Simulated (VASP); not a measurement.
# Zn7O (P3m1) in VASP: single point with PBE

Aim: the single point of Zn7O with PBE.

Everything below comes from runs of VASP 6.6.1. Logs are shortened: lines on timing, memory, paths and dates and some standing lists are left out, and cuts for length are marked.

### 1 The cell of the first run

It takes space group P3m1 (No. 156, trigonal). The conventional cell has a = 2.993 Å, b = 2.993 Å, c = 15.318 Å, α = 90.00°, β = 90.00°, γ = 120.00°. Zn (site symmetry 3m) has 12 Zn at 2.67 to 2.99 Å within 3.5 Å. Zn (site symmetry 3m) has 12 Zn at 2.63 to 2.99 Å within 3.5 Å. Within 3.5 Å of Zn (site symmetry 3m) lie 12 Zn at 2.69 to 2.99 Å. Within 3.5 Å of Zn (site symmetry 3m) lie 12 Zn at 2.69 to 2.99 Å. Within 2.7 Å of Zn (site symmetry 3m) lie 1 O at 1.92 Å and 3 Zn at 2.63 Å. Zn (site symmetry 3m) has 3 O at 1.99 Å within 2.6 Å. Within 3.6 Å of Zn (site symmetry 3m) lie 12 Zn at 2.71 to 2.99 Å and 1 O at 3.15 Å. O (site symmetry 3m) has 4 Zn at 1.92 to 1.99 Å within 2.6 Å.

### 2 Single point, PBE

File POSCAR:

```
Zn7O
1.0
    2.9928430578      0.0000000000      0.0000000000
   -1.4964215289      2.5918781176      0.0000000000
    0.0000000000      0.0000000000     15.3183679688
Zn O
7 1
Direct
    0.3333333333      0.6666666667      0.7338148819
    0.6666666667      0.3333333333      0.8670370632
    0.3333333333      0.6666666667      0.4637433228
    0.0000000000      0.0000000000      0.5981990777
    0.0000000000      0.0000000000     -0.0039580286
    0.3333333333      0.6666666667      0.1862651795
    0.0000000000      0.0000000000      0.3272959140
    0.0000000000      0.0000000000      0.1216025896
```

File INCAR.step1:

```
PREC = Accurate
ENCUT = 520
EDIFF = 1E-6
ISMEAR = 0
SIGMA = 0.1
LREAL = False
LASPH = True
NELM = 60
ALGO = Fast
ISIF = 2
LWAVE = False
LCHARG = True
GGA = PE
NBANDS = 55
```

File KPOINTS.step1:

```
Automatic mesh
0
Gamma
  12 12 2
```

File INCAR.step2:

```
PREC = Accurate
ENCUT = 520
EDIFF = 1E-6
ISMEAR = -5
SIGMA = 0.1
LREAL = False
LASPH = True
NELM = 60
ALGO = Fast
ISIF = 2
LWAVE = False
LCHARG = False
GGA = PE
LORBIT = 11
NEDOS = 1001
ICHARG = 11
```

File KPOINTS.step2:

```
Automatic mesh
0
Gamma
  18 18 3
```

Potentials or basis: VASP PAW PBE potentials, release 64 (Zn, O).

Launch:

```bash
cat potpaw_PBE.64/Zn/POTCAR potpaw_PBE.64/O/POTCAR > POTCAR
cp INCAR.step1 INCAR
cp KPOINTS.step1 KPOINTS
mpirun -np 1 vasp_std > vasp.out
cp INCAR.step2 INCAR
cp KPOINTS.step2 KPOINTS
mpirun -np 1 vasp_std > vasp.out
```

OUTCAR:

```text
PREC = Accurate
   ENCUT = 520
   EDIFF = 1E-6
   ISMEAR = -5
   LREAL = False
   LASPH = True
   NELM = 60
   ISIF = 2
   GGA = PE
   LORBIT = 11
   ICHARG = 11

 ion  position               nearest neighbor table
   1  0.333  0.667  0.734-   2 2.67   2 2.67   2 2.67   4 2.70   4 2.70   4 2.70
   2  0.667  0.333  0.867-   5 2.63   5 2.63   5 2.63   1 2.67   1 2.67   1 2.67
   3  0.333  0.667  0.464-   4 2.69   4 2.69   4 2.69   7 2.71   7 2.71   7 2.71
   4  0.000  0.000  0.598-   3 2.69   3 2.69   3 2.69   1 2.70   1 2.70   1 2.70
   5  0.000  0.000  0.996-   8 1.92   2 2.63   2 2.63   2 2.63
   6  0.333  0.667  0.186-   8 1.99   8 1.99   8 1.99   7 2.77   7 2.77   7 2.77
   7  0.000  0.000  0.327-   3 2.71   3 2.71   3 2.71   6 2.77   6 2.77   6 2.77
   8  0.000  0.000  0.122-   5 1.92   6 1.99   6 1.99   6 1.99

  LATTYP: Found a hexagonal cell.
 ALAT       =     2.9928430578
 C/A-ratio  =     5.1183331945

  Lattice vectors:

 A1 = (   2.9928430578,   0.0000000000,   0.0000000000)
 A2 = (  -1.4964215289,   2.5918781176,   0.0000000000)
 A3 = (   0.0000000000,   0.0000000000,  15.3183679688)

Analysis of symmetry for initial positions (statically):
=====================================================================
 Subroutine PRICEL returns:
 Original cell was already a primitive cell.

 Routine SETGRP: Setting up the symmetry group for a
 hexagonal supercell.

 Subroutine GETGRP returns: Found  6 space group operations
 (whereof  6 operations were pure point group operations)
 out of a pool of 24 trial point group operations.

The static configuration has the point symmetry C_3v.

Analysis of symmetry for dynamics (positions and initial velocities):
=====================================================================
 Subroutine PRICEL returns:
 Original cell was already a primitive cell.

 Routine SETGRP: Setting up the symmetry group for a
 hexagonal supercell.

 Subroutine GETGRP returns: Found  6 space group operations
 (whereof  6 operations were pure point group operations)
 out of a pool of 24 trial point group operations.

The dynamic configuration has the point symmetry C_3v.

 Subroutine INISYM returns: Found  6 space group operations
 (whereof  6 operations are pure point group operations),
 and found     1 'primitive' translations

----------------------------------------------------------------------------------------

                                     Primitive cell

  volume of cell :     118.8259

  direct lattice vectors                    reciprocal lattice vectors
     2.992843058  0.000000000  0.000000000     0.334130451  0.192910306  0.000000000
    -1.496421529  2.591878118  0.000000000     0.000000000  0.385820611  0.000000000
     0.000000000  0.000000000 15.318367969     0.000000000  0.000000000  0.065281106

  length of vectors
     2.992843058  2.992843058 15.318367969     0.385820611  0.385820611  0.065281106

  position of ions in fractional coordinates (direct lattice)
     0.333333333  0.666666667  0.733814882
     0.666666667  0.333333333  0.867037063
     0.333333333  0.666666667  0.463743323
     0.000000000  0.000000000  0.598199078
     0.000000000  0.000000000  0.996041971
     0.333333333  0.666666667  0.186265179
     0.000000000  0.000000000  0.327295914
     0.000000000  0.000000000  0.121602590

  ion indices of the primitive-cell ions
   primitive index   ion index
                 1           1
                 2           2
                 3           3
                 4           4
                 5           5
                 6           6
                 7           7
                 8           8

----------------------------------------------------------------------------------------

 KPOINTS: Automatic mesh

Automatic generation of k-mesh.
 Grid dimensions read from file:
 generate k-points for:   18   18    3

 Generating k-lattice:

  Cartesian coordinates                     Fractional coordinates (reciprocal lattice)
     0.018562803  0.010717239  0.000000000     0.055555556 -0.000000000  0.000000000
     0.000000000  0.021434478  0.000000000     0.000000000  0.055555556  0.000000000
     0.000000000  0.000000000  0.021760369     0.000000000  0.000000000  0.333333333

  Length of vectors
     0.021434478  0.021434478  0.021760369

  Shift w.r.t. Gamma in fractional coordinates (k-lattice)
     0.000000000  0.000000000  0.000000000

 TETIRR: Found   1374 inequivalent tetrahedra from     5832

 Subroutine IBZKPT returns following result:
 ===========================================

 Found    101 irreducible k-points:

 Following reciprocal coordinates:
            Coordinates               Weight
  0.000000  0.000000  0.000000      1.000000
  0.055556 -0.000000  0.000000      6.000000
  0.111111 -0.000000  0.000000      6.000000
  0.166667  0.000000  0.000000      6.000000
  0.222222  0.000000  0.000000      6.000000
  0.277778 -0.000000  0.000000      6.000000
[... 16 lines left out ...]
  0.333333  0.111111  0.000000     12.000000
  0.388889  0.111111  0.000000     12.000000
 [... further k-points ...]
   k-points           NKPTS =    101   k-points in BZ     NKDIM =    101   number of bands    NBANDS=     54
   number of dos      NEDOS =   1001   number of ions     NIONS =      8
   total plane-waves  NPLWV =  69120
   dimension x,y,z NGX =    24 NGY =   24 NGZ =  120
   dimension x,y,z NGXF=    48 NGYF=   48 NGZF=  240
   ions per type =               7   1
   NGX,Y,Z   is equivalent  to a cutoff of  13.33, 13.33, 13.02 a.u.
   NGXF,Y,Z  is equivalent  to a cutoff of  26.66, 26.66, 26.05 a.u.
 SYSTEM =  unknown system
   PREC   = accura    normal or accurate (medium, high low for compatibility)
   ISTART =      0    job   : 0-new  1-cont  2-samecut
   ICHARG =     11    charge: 1-file 2-atom 10-const
   ISPIN  =      1    spin polarized calculation?
   LNONCOLLINEAR =      F non collinear calculations
   LSORBIT =      F    spin-orbit coupling
   LASPH  =      T    aspherical Exc in radial PAW
   ENCUT  =  520.0 eV  38.22 Ry    6.18 a.u.   5.56  5.56 28.48*2*pi/ulx,y,z
   NELM   =     60;   NELMIN=  2; NELMDL=  0     # of ELM steps
   EDIFF  = 0.1E-05   stopping-criterion for ELM
   LREAL  =      F    real-space projection
   EDIFFG = 0.1E-04   stopping-criterion for IOM
   NSW    =      0    number of steps for IOM
   IBRION =     -1    ionic relax: 0-MD 1-quasi-New 2-CG
   NFREE  =      0    steps in history (QN), initial steepest desc. (CG)
   ISIF   =      2    stress and relaxation
   ISYM   =      2    0-nonsym 1-usesym 2-fastsym
   POTIM  = 0.5000    time-step for ionic-motion
   TEBEG  =    0.0;   TEEND  =   0.0 temperature during run
   PSTRESS=    0.0 pullay stress
   NELECT =      90.0000    total number of electrons
   NUPDOWN=      -1.0000    fix difference up-down
   EMIN   =  10.00;   EMAX   =-10.00  energy-range for DOS
   EFERMI =   0.00;   METHOD = LEGACY
   ISMEAR =    -5;   SIGMA  =   0.10  broadening in eV -4-tet -1-fermi 0-gaus
   EFERMI_NEDOS =   21; number of points for ismear=-14 and -15
   IALGO  =     68    algorithm
   IMIX   =      4    mixing-type and parameters
     AMIX     =   0.40;   BMIX     =  1.00
     AMIX_MAG =   1.60;   BMIX_MAG =  1.00
  volume/ion in A,a.u.               =      14.85       100.23
  Fermi-wavevector in a.u.,A,eV,Ry     =   1.492286  2.820011 30.299042  2.226917
  Thomas-Fermi vector in A             =   2.604833
   LORBIT       =     11    0 simple, 1 ext, 2 COOP (PROOUT), +10 PAW based schemes
   GGA     = PE    functional components
   LHFCALC =     F    Hartree Fock is set to
   AEXX    =    0.0000 exact exchange contribution
   IVDW    =     0    specifies the selected vdW correction
   LEPSILON=     F    determine dielectric tensor
   LRPA    =     F    only Hartree local field effects (RPA)
 non-spin polarized calculation
 RMM-DIIS sequential band-by-band and
 Fermi weights with tetrahedron method with Bloechl corrections
  energy-cutoff  :      520.00
  volume of cell :      118.83
 maximum number of plane-waves:      3255
 NGX is ok and might be reduce to    24

 number of electron      89.9999948 magnetization

 Free energy of the ion-electron system (eV)
  ---------------------------------------------------
  ext. energy  EPLUGINS =         0.00000000
  ---------------------------------------------------
  free energy    TOTEN  =       -14.65163501 eV

  energy without entropy =      -14.65163501  energy(sigma->0) =      -14.65163501

 E-fermi :   2.7725     XC(G=0): -11.2801

 val. band max:        2.8124432783   @ k =   0.1667   0.1667   0.0000
 cond. band min:       2.6952892867   @ k =   0.3333   0.3333   0.0000
 fundamental gap:     -0.1171539915
 Fermi energy:         2.7724719841

 k-point     1 :       0.0000    0.0000    0.0000
  band No.  band energies     occupation
      1     -16.6137      2.00000
      2      -7.0015      2.00000
      3      -6.6735      2.00000
      4      -5.6092      2.00000
      5      -5.5640      2.00000
      6      -5.3462      2.00000
[... 46 lines left out ...]
     53      15.0076      0.00000
     54      15.0801      0.00000

 k-point     2 :       0.0556   -0.0000    0.0000
  band No.  band energies     occupation
      1     -16.5938      2.00000
      2      -6.9327      2.00000
      3      -6.6110      2.00000
      4      -5.5614      2.00000
      5      -5.5316      2.00000
      6      -5.3292      2.00000
[... 46 lines left out ...]
     53      13.9325      0.00000
     54      14.4296      0.00000

 k-point     3 :       0.1111   -0.0000    0.0000
  band No.  band energies     occupation
      1     -16.5357      2.00000
      2      -6.7295      2.00000
      3      -6.4295      2.00000
      4      -5.4560      2.00000
      5      -5.4241      2.00000
      6      -5.2825      2.00000
[... 46 lines left out ...]
     53      12.8850      0.00000
     54      12.9894      0.00000
[... 1084 lines left out ...]
 k-point    23 :       0.3333    0.1111    0.0000
  band No.  band energies     occupation
      1     -15.9609      2.00000
      2      -5.3794      2.00000
      3      -5.3304      2.00000
      4      -5.2988      2.00000
      5      -5.2185      2.00000
      6      -5.1907      2.00000
[... 46 lines left out ...]
     53       7.8022      0.00000
     54       8.4242      0.00000

 k-point    24 :       0.3889    0.1111    0.0000
  band No.  band energies     occupation
      1     -15.8980      2.00000
      2      -5.3706      2.00000
      3      -5.3477      2.00000
      4      -5.3205      2.00000
      5      -5.2438      2.00000
      6      -5.2159      2.00000
[... 46 lines left out ...]
     53       7.5800      0.00000
     54       7.7187      0.00000

 [... further k-points ...]
[... 5 lines left out ...]
  --------------------------------------------------------------------------------------
  -------------------------------------------------------------------------------------
  Total        0.3247235      0.3247235      0.6707685      0.0000000      0.0000000      0.0000000
  in kB        4.3783783      4.3783783      9.0442436      0.0000000      0.0000000      0.0000000
  external PRESSURE =       5.9336667 kB  Pullay stress =       0.0000000 kB

 VOLUME and BASIS-vectors are now :
 -----------------------------------------------------------------------------
  energy-cutoff  :      520.00
  volume of cell :      118.83
      direct lattice vectors                 reciprocal lattice vectors
     2.992843058  0.000000000  0.000000000     0.334130451  0.192910306  0.000000000
    -1.496421529  2.591878118  0.000000000     0.000000000  0.385820611  0.000000000
     0.000000000  0.000000000 15.318367969     0.000000000  0.000000000  0.065281106

 POSITION                                       TOTAL-FORCE (eV/Angst)
 -----------------------------------------------------------------------------------
     -0.00000      1.72792     11.24085        -0.000000      0.000000     -0.066175
      1.49642      0.86396     13.28159        -0.000000     -0.000000      0.019674
     -0.00000      1.72792      7.10379         0.000000      0.000000     -0.017614
      0.00000      0.00000      9.16343         0.000000      0.000000      0.058632
      0.00000      0.00000     15.25774         0.000000      0.000000     -0.043801
     -0.00000      1.72792      2.85328         0.000000     -0.000000      0.068756
      0.00000      0.00000      5.01364         0.000000      0.000000     -0.004018
      0.00000      0.00000      1.86275         0.000000      0.000000     -0.015455
 -----------------------------------------------------------------------------------
    total drift:                                0.009734     -0.005620      0.008045

  FREE ENERGIE OF THE ION-ELECTRON SYSTEM (eV)
  ---------------------------------------------------
  free  energy   TOTEN  =       -14.6516350060 eV

  energy  without entropy=      -14.6516350060  energy(sigma->0) =      -14.65163501

 total charge

# of ion       s       p       d       tot
------------------------------------------
    1        0.604   0.403   9.721  10.728
    2        0.604   0.421   9.722  10.746
    3        0.600   0.397   9.721  10.719
    4        0.606   0.398   9.723  10.727
    5        0.588   0.421   9.756  10.765
    6        0.498   0.478   9.840  10.816
    7        0.601   0.380   9.720  10.701
    8        1.564   3.456   0.000   5.020
--------------------------------------------------
tot          5.666   6.355  68.203  80.224
```

Run time: 12 min. Hardware: 1 thread of Oxide Virtual Turin-like, shared host; peak memory 0.52 GiB.

What came out:

```yaml
Valence_electrons_inside_the_program's_atomic_spheres: Zn 10.73, 10.75, 10.72, 10.77, 10.82, 10.70 (each value once); O 5.02
```

Levels at points of the mesh, in eV from the Fermi level:
| k point | band 41 | band 42 | band 43 | band 44 | band 45 | band 46 | band 47 | band 48 | band 49 | band 50 |
| --- | --- | --- | --- | --- | --- | --- | --- | --- | --- | --- |
| (0.00, 0.00, 0.00) | -4.85 | -4.54 | -1.79 | -1.73 | -1.73 | 0.34 | 3.72 | 4.10 | 8.11 | 9.42 |
| (0.50, 0.00, 0.00) | -3.00 | -2.82 | -2.57 | -2.22 | -1.66 | -0.60 | -0.18 | 1.20 | 1.58 | 2.75 |
